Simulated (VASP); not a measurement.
Input of a VASP 6.6.1 run:

INCAR

```
  ALGO = Fast
  EDIFF = 1E-6
  ENCUT = 520
  GGA = PE
  ISIF = 2
  ISMEAR = 0
  LASPH = True
  LCHARG = True
  LELF = True
  LREAL = False
  LVHAR = True
  LWAVE = False
  NBANDS = 12
  NELM = 60
  PREC = Accurate
  SIGMA = 0.15
```

File KPOINTS:

```
k-points
0
Gamma
  20 20 20
```

Contents of POSCAR:

```
Ag
1.0
   -1.7881063200      1.7881063200      1.6556540000
    1.7881063200     -1.7881063200      1.6556540000
    1.7881063200      1.7881063200     -1.6556540000
Ag
1
Direct
    0.0000000000      0.0000000000      0.0000000000
```

Potentials or basis: VASP PAW PBE potentials, release 64 (Ag).

Run with:

```bash
$ cat potpaw_PBE.64/Ag/POTCAR > POTCAR
$ mpirun -np 1 vasp_std > vasp.out
```

Problem. Estimate the pressure.

Solution. -9.0 GPa.

Stress tensor (GPa, compression positive):
```
-8.91  0.00  0.00
 0.00 -8.91  0.00
 0.00  0.00 -9.18
```

Caveat: the cell differs from its parent crystal (strain +0.080 along x and y, +0.000 along z).
